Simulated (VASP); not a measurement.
Write the native input for VASP 6.6.1 that does the following.

```yaml
Task: single point
Functional: r2SCAN
Dispersion: rVV10
Potentials_or_basis: VASP PAW PBE potentials, release 64 (C, Cl, F)
Cutoff: 520 eV
k_mesh: 10 × 10 × 10
Occupations: fermi-dirac, width 0.03 eV
Spin: no spin polarisation
Dipole_correction: no
Further_INCAR_settings: ALGO = Normal; EDIFF = 1e-06; NBANDS = 24
```

CCl2F2:

```
C Cl F
1.0
    -1.63251    1.63251    5.98315
     1.63251   -1.63251    5.98315
     1.63251    1.63251   -5.98315
C Cl F
1 2 2
Cartesian
  0.0000 0.0000 0.0000
  0.0000 0.0000 7.1709
  0.0000 0.0000 4.7954
  0.0000 1.6325 2.9916
  1.6325 0.0000 2.9916
```

One way to write it, as run:

POSCAR

```
CCl2F2
1.0
   -1.6325147474      1.6325147474      5.9831454456
    1.6325147474     -1.6325147474      5.9831454456
    1.6325147474      1.6325147474     -5.9831454456
C Cl F
1 2 2
Direct
    0.0000000000      0.0000000000      0.0000000000
    0.5992567774      0.5992567774      0.0000000000
    0.4007432226      0.4007432226      0.0000000000
    0.7500000000      0.2500000000      0.5000000000
    0.2500000000      0.7500000000      0.5000000000
```

INCAR.step1

```
SYSTEM = CCl2F2
PREC = Accurate
ENCUT = 520
ISMEAR = -1
SIGMA = 0.03
LREAL = .FALSE.
LASPH = .TRUE.
NELM = 60
NBANDS = 24
GGA = PE
ALGO = Normal
EDIFF = 1E-4
LWAVE = .TRUE.
LCHARG = .FALSE.
```

INCAR.step2

```
SYSTEM = CCl2F2
PREC = Accurate
ENCUT = 520
EDIFF = 1E-6
ISMEAR = -1
SIGMA = 0.03
LREAL = .FALSE.
LASPH = .TRUE.
NELM = 60
ALGO = Normal
ISIF = 2
LWAVE = .FALSE.
LCHARG = .FALSE.
METAGGA = R2SCAN
LMIXTAU = .TRUE.
LUSE_VDW = .TRUE.
IVDW_NL = 2
BPARAM = 11.95
CPARAM = 0.0093
NBANDS = 24
ISTART = 1
```

KPOINTS

```
regular mesh
0
G
  10 10 10
  0 0 0
```

Potentials or basis: VASP PAW PBE potentials, release 64 (C, Cl, F).

Run with:

```console
$ cat potpaw_PBE.64/C/POTCAR potpaw_PBE.64/Cl/POTCAR potpaw_PBE.64/F/POTCAR > POTCAR
$ cp INCAR.step1 INCAR
$ mpirun -np 1 vasp_std > vasp.out
$ cp INCAR.step2 INCAR
$ mpirun -np 1 vasp_std > vasp.out
```

It gave:

```json
{"Pressure": "-0.3 GPa", "Largest force": "0.041 eV/Å", "Band gap on the k mesh": "zero (bands 16 and 17 overlap by 0.43 eV)"}
```

Caveat: semilocal functionals underestimate gaps, and a narrow one can read as zero; the PAW data sets were made with another functional, which shifts forces and pressure a little.

Run time: 23 min on 1 thread of AMD EPYC 9R45 96-Core Processor (Zen 5) (shared host), peak memory 0.79 GiB.
